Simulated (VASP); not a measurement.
# Ga3Se (P4/mmm) in VASP: single point with PBE+D3(BJ)

Aim: the single point of Ga3Se with PBE+D3(BJ).

All numbers are computed with VASP 6.6.1; they aren't measurements. Logs are shortened: lines on timing, memory, paths and dates and some standing lists are left out, and cuts for length are marked.

## 1. The cell of the first run

Symmetry: P4/mmm, No. 123, tetragonal system. Conventional cell: a = 4.453 Å, b = 4.453 Å, c = 4.194 Å, α = 90.00°, β = 90.00°, γ = 90.00°. Within 4.0 Å of Ga (site symmetry mmm) lie 8 Ga at 3.06 to 3.15 Å and 4 Se at 3.06 Å. Ga (site symmetry 4/mmm) has 8 Ga at 3.06 Å and 4 Se at 3.15 Å within 4.0 Å. Se (site symmetry 4/mmm) has 12 Ga at 3.06 to 3.15 Å within 4.0 Å.

## 2. Single point, PBE+D3(BJ) (strain +0.030 along x and y, -0.030 along z)

File INCAR:

```
PREC = Accurate
ENCUT = 520
EDIFF = 1E-6
ISMEAR = 0
SIGMA = 0.15
LREAL = F
LASPH = T
NELM = 60
ALGO = Normal
ISIF = 2
LWAVE = F
LCHARG = T
GGA = PE
IVDW = 12
LELF = T
LVHAR = T
NBANDS = 30
```

File KPOINTS:

```
regular mesh
0
Gamma
  12 12 12
```

File POSCAR:

```
Ga3Se
1.0
    4.4533186252      0.0000000000      0.0000000000
    0.0000000000      4.4533186252      0.0000000000
    0.0000000000      0.0000000000      4.1939020062
Ga Se
3 1
Direct
    0.0000000000      0.5000000000      0.5000000000
    0.5000000000      0.0000000000      0.5000000000
    0.5000000000      0.5000000000      0.0000000000
    0.0000000000      0.0000000000      0.0000000000
```

Potentials or basis: VASP PAW PBE potentials, release 64 (Ga_d, Se).

Launch:

```
$ cat potpaw_PBE.64/Ga_d/POTCAR potpaw_PBE.64/Se/POTCAR > POTCAR
$ mpirun -np 1 vasp_std > vasp.out
```

OUTCAR:

```text
PREC = Accurate
   ENCUT = 520
   EDIFF = 1E-6
   ISMEAR = 0
   LREAL = F
   LASPH = T
   NELM = 60
   ISIF = 2
   GGA = PE
   IVDW = 12
 IVDW          = 12

 ion  position               nearest neighbor table
   1  0.000  0.500  0.500-
   2  0.500  0.000  0.500-
   3  0.500  0.500  0.000-
   4  0.000  0.000  0.000-

  LATTYP: Found a simple tetragonal cell.
 ALAT       =     4.4533186252
 C/A-ratio  =     0.9417475728

  Lattice vectors:

 A1 = (   4.4533186252,   0.0000000000,   0.0000000000)
 A2 = (   0.0000000000,   4.4533186252,   0.0000000000)
 A3 = (   0.0000000000,   0.0000000000,   4.1939020062)

Analysis of symmetry for initial positions (statically):
=====================================================================
 Subroutine PRICEL returns:
 Original cell was already a primitive cell.

 Routine SETGRP: Setting up the symmetry group for a
 simple tetragonal supercell.

 Subroutine GETGRP returns: Found 16 space group operations
 (whereof 16 operations were pure point group operations)
 out of a pool of 16 trial point group operations.

The static configuration has the point symmetry D_4h.

Analysis of symmetry for dynamics (positions and initial velocities):
=====================================================================
 Subroutine PRICEL returns:
 Original cell was already a primitive cell.

 Routine SETGRP: Setting up the symmetry group for a
 simple tetragonal supercell.

 Subroutine GETGRP returns: Found 16 space group operations
 (whereof 16 operations were pure point group operations)
 out of a pool of 16 trial point group operations.

The dynamic configuration has the point symmetry D_4h.

 Subroutine INISYM returns: Found 16 space group operations
 (whereof 16 operations are pure point group operations),
 and found     1 'primitive' translations

----------------------------------------------------------------------------------------

                                     Primitive cell

  volume of cell :      83.1737

  direct lattice vectors                    reciprocal lattice vectors
     4.453318625  0.000000000  0.000000000     0.224551640  0.000000000  0.000000000
     0.000000000  4.453318625  0.000000000     0.000000000  0.224551640  0.000000000
     0.000000000  0.000000000  4.193902006     0.000000000  0.000000000  0.238441432

  length of vectors
     4.453318625  4.453318625  4.193902006     0.224551640  0.224551640  0.238441432

  position of ions in fractional coordinates (direct lattice)
     0.000000000  0.500000000  0.500000000
     0.500000000  0.000000000  0.500000000
     0.500000000  0.500000000  0.000000000
     0.000000000  0.000000000  0.000000000

  ion indices of the primitive-cell ions
   primitive index   ion index
                 1           1
                 2           2
                 3           3
                 4           4

----------------------------------------------------------------------------------------

 KPOINTS: regular mesh

Automatic generation of k-mesh.
 Grid dimensions read from file:
 generate k-points for:   12   12   12

 Generating k-lattice:

  Cartesian coordinates                     Fractional coordinates (reciprocal lattice)
     0.018712637  0.000000000  0.000000000     0.083333333  0.000000000  0.000000000
     0.000000000  0.018712637  0.000000000     0.000000000  0.083333333  0.000000000
     0.000000000  0.000000000  0.019870119     0.000000000  0.000000000  0.083333333

  Length of vectors
     0.018712637  0.018712637  0.019870119

  Shift w.r.t. Gamma in fractional coordinates (k-lattice)
     0.000000000  0.000000000  0.000000000

 Subroutine IBZKPT returns following result:
 ===========================================

 Found    196 irreducible k-points:

 Following reciprocal coordinates:
            Coordinates               Weight
  0.000000  0.000000  0.000000      1.000000
  0.083333  0.000000  0.000000      4.000000
  0.166667  0.000000  0.000000      4.000000
  0.250000  0.000000  0.000000      4.000000
  0.333333  0.000000  0.000000      4.000000
  0.416667  0.000000  0.000000      4.000000
[... 16 lines left out ...]
  0.333333  0.333333  0.000000      4.000000
  0.416667  0.333333  0.000000      8.000000
 [... further k-points ...]
   k-points           NKPTS =    196   k-points in BZ     NKDIM =    196   number of bands    NBANDS=     30
   number of dos      NEDOS =    301   number of ions     NIONS =      4
   total plane-waves  NPLWV =  41472
   dimension x,y,z NGX =    36 NGY =   36 NGZ =   32
   dimension x,y,z NGXF=    72 NGYF=   72 NGZF=   64
   ions per type =               3   1
   NGX,Y,Z   is equivalent  to a cutoff of  13.44, 13.44, 12.68 a.u.
   NGXF,Y,Z  is equivalent  to a cutoff of  26.88, 26.88, 25.37 a.u.
 SYSTEM =  unknown system
   PREC   = accura    normal or accurate (medium, high low for compatibility)
   ISTART =      0    job   : 0-new  1-cont  2-samecut
   ICHARG =      2    charge: 1-file 2-atom 10-const
   ISPIN  =      1    spin polarized calculation?
   LNONCOLLINEAR =      F non collinear calculations
   LSORBIT =      F    spin-orbit coupling
   LASPH  =      T    aspherical Exc in radial PAW
   ENCUT  =  520.0 eV  38.22 Ry    6.18 a.u.   8.28  8.28  7.80*2*pi/ulx,y,z
   NELM   =     60;   NELMIN=  2; NELMDL= -5     # of ELM steps
   EDIFF  = 0.1E-05   stopping-criterion for ELM
   LREAL  =      F    real-space projection
   EDIFFG = 0.1E-04   stopping-criterion for IOM
   NSW    =      0    number of steps for IOM
   IBRION =     -1    ionic relax: 0-MD 1-quasi-New 2-CG
   NFREE  =      0    steps in history (QN), initial steepest desc. (CG)
   ISIF   =      2    stress and relaxation
   ISYM   =      2    0-nonsym 1-usesym 2-fastsym
   POTIM  = 0.5000    time-step for ionic-motion
   TEBEG  =    0.0;   TEEND  =   0.0 temperature during run
   PSTRESS=    0.0 pullay stress
   NELECT =      45.0000    total number of electrons
   NUPDOWN=      -1.0000    fix difference up-down
   EMIN   =  10.00;   EMAX   =-10.00  energy-range for DOS
   EFERMI =   0.00;   METHOD = LEGACY
   ISMEAR =     0;   SIGMA  =   0.15  broadening in eV -4-tet -1-fermi 0-gaus
   EFERMI_NEDOS =   21; number of points for ismear=-14 and -15
   IALGO  =     38    algorithm
   IMIX   =      4    mixing-type and parameters
     AMIX     =   0.40;   BMIX     =  1.00
     AMIX_MAG =   1.60;   BMIX_MAG =  1.00
  volume/ion in A,a.u.               =      20.79       140.32
  Fermi-wavevector in a.u.,A,eV,Ry     =   1.333983  2.520863 24.211724  1.779511
  Thomas-Fermi vector in A             =   2.462800
   LORBIT       =      0    0 simple, 1 ext, 2 COOP (PROOUT), +10 PAW based schemes
   GGA     = PE    functional components
   LHFCALC =     F    Hartree Fock is set to
   AEXX    =    0.0000 exact exchange contribution
   IVDW    =    12    specifies the selected vdW correction
   LEPSILON=     F    determine dielectric tensor
   LRPA    =     F    only Hartree local field effects (RPA)
 non-spin polarized calculation
 Gauss-broadening in eV      SIGMA  =   0.15
  energy-cutoff  :      520.00
  volume of cell :       83.17
 maximum number of plane-waves:      2296
 NGX is ok and might be reduce to    36
   NGX = 17   NGY = 17   NGZ = 15

 number of electron      44.9999948 magnetization

 Free energy of the ion-electron system (eV)
  ---------------------------------------------------
  ext. energy  EPLUGINS =         0.00000000
  ---------------------------------------------------
  free energy    TOTEN  =       -12.41721622 eV

  energy without entropy =      -12.40346385  energy(sigma->0) =      -12.41034003

 E-fermi :   5.0338     XC(G=0): -10.4881

 val. band max:        5.0097591022   @ k =   0.3333   0.3333   0.0833
 cond. band min:       5.0351821786   @ k =   0.4167   0.4167   0.1667
 fundamental gap:      0.0254230764
 Fermi energy:         5.0337930590

 k-point     1 :       0.0000    0.0000    0.0000
  band No.  band energies     occupation
      1     -10.0361      2.00000
      2     -10.0108      2.00000
      3     -10.0108      2.00000
      4      -9.9829      2.00000
      5      -9.9654      2.00000
      6      -9.9226      2.00000
[... 22 lines left out ...]
     29      11.0203      0.00000
     30      11.8404      0.00000

 k-point     2 :       0.0833    0.0000    0.0000
  band No.  band energies     occupation
      1     -10.0311      2.00000
      2     -10.0101      2.00000
      3     -10.0067      2.00000
      4      -9.9799      2.00000
      5      -9.9641      2.00000
      6      -9.9206      2.00000
[... 22 lines left out ...]
     29      11.3134      0.00000
     30      12.2758      0.00000

 k-point     3 :       0.1667    0.0000    0.0000
  band No.  band energies     occupation
      1     -10.0167      2.00000
      2     -10.0082      2.00000
      3      -9.9947      2.00000
      4      -9.9712      2.00000
      5      -9.9607      2.00000
      6      -9.9143      2.00000
[... 22 lines left out ...]
     29      11.9727      0.00000
     30      12.7086      0.00000

 k-point     4 :       0.2500    0.0000    0.0000
  band No.  band energies     occupation
      1     -10.0055      2.00000
      2      -9.9955      2.00000
      3      -9.9756      2.00000
      4      -9.9581      2.00000
      5      -9.9560      2.00000
      6      -9.9040      2.00000
[... 616 lines left out ...]
     29       9.4668      0.00000
     30      11.2996      0.00000

 k-point    23 :       0.3333    0.3333    0.0000
  band No.  band energies     occupation
      1      -9.9549      2.00000
      2      -9.9526      2.00000
      3      -9.9324      2.00000
      4      -9.9293      2.00000
      5      -9.9146      2.00000
      6      -9.9029      2.00000
[... 22 lines left out ...]
     29       9.5461      0.00000
     30       9.6843      0.00000

 k-point    24 :       0.4167    0.3333    0.0000
  band No.  band energies     occupation
      1      -9.9497      2.00000
      2      -9.9435      2.00000
      3      -9.9258      2.00000
      4      -9.9139      2.00000
      5      -9.9091      2.00000
      6      -9.8953      2.00000
[... 22 lines left out ...]
     29       9.5545      0.00000
     30      10.6305      0.00000

 [... further k-points ...]

------------------------ aborting loop because EDIFF is reached ----------------------------------------

 Edisp (eV)   -1.22797

 E8    (eV) :    -0.5523

  FORCE on cell =-STRESS in cart. coord.  units (eV):
  Direction    XX          YY          ZZ          XY          YZ          ZX
  --------------------------------------------------------------------------------------
  -------------------------------------------------------------------------------------
  Total      -0.67130    -0.67130    -0.48048     0.00000    -0.00000     0.00000
  in kB     -12.93119   -12.93119    -9.25547     0.00000    -0.00000     0.00000
  external pressure =      -11.71 kB  Pullay stress =        0.00 kB

 VOLUME and BASIS-vectors are now :
 -----------------------------------------------------------------------------
  energy-cutoff  :      520.00
  volume of cell :       83.17
      direct lattice vectors                 reciprocal lattice vectors
     4.453318625  0.000000000  0.000000000     0.224551640  0.000000000  0.000000000
     0.000000000  4.453318625  0.000000000     0.000000000  0.224551640  0.000000000
     0.000000000  0.000000000  4.193902006     0.000000000  0.000000000  0.238441432

 POSITION                                       TOTAL-FORCE (eV/Angst)
 -----------------------------------------------------------------------------------
      0.00000      2.22666      2.09695         0.000000      0.000000      0.000000
      2.22666      0.00000      2.09695         0.000000      0.000000      0.000000
      2.22666      2.22666      0.00000         0.000000      0.000000      0.000000
      0.00000      0.00000      0.00000         0.000000      0.000000      0.000000
 -----------------------------------------------------------------------------------
    total drift:                                0.000000      0.000000      0.000000

  FREE ENERGIE OF THE ION-ELECTRON SYSTEM (eV)
  ---------------------------------------------------
  free  energy   TOTEN  =       -13.6451911530 eV

  energy  without entropy=      -13.6314387916  energy(sigma->0) =      -13.63831497
```

Run time: 3 min. Hardware: 1 thread of Intel Xeon Platinum 8488C (Sapphire Rapids), shared host; peak memory 0.51 GiB.

Results:

```
Free energy                : -13.6452 eV
Pressure                   : -1.2 GPa
Band gap on the k mesh     : zero (an odd number of electrons rules out a gap without spin polarisation)
Dispersion energy per atom : -0.307 eV
```

Caveat: the cell differs from its parent crystal (strain +0.030 along x and y, -0.030 along z).
